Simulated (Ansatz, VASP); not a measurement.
**One calculation of W, two programs**

```
W
1.0
    -1.46952    1.46952    1.66119
     1.46952   -1.46952    1.66119
     1.46952    1.46952   -1.66119
W
1
Direct
  0.00000 0.00000 0.00000
```

Change from the starting cell: strain -0.080 along x and y, +0.040 along z, atoms carried along.

Alike in both runs: task single point; functional PBE; k mesh 20 × 20 × 20; occupations gaussian, width 0.15 eV; no spin polarisation.

```csv
,VASP,Ansatz
version,VASP 6.6.1,Ansatz 0.2.0
potentials or method,"VASP PAW PBE potentials, release 64 (W_sv), cutoff 520 eV","scalar-relativistic, plane waves, PAW"
valence electrons in the cell,14,14
```

|  | VASP | Ansatz | Ansatz less VASP |
| --- | --- | --- | --- |
| gap on the k mesh at the Fermi level (eV) | none | none | - |
| pressure (GPa) | 49.0 | 47.8 | -1.19 |
| traceless stress, the component that is largest in VASP (GPa) | -25.84 | -25.87 | -0.030 |

A gap of «none» marks a metal or a gap that the smearing closes. Both programs put the cell under a high pressure, so it lies far from rest at this level.

Spin-orbit coupling is off throughout.
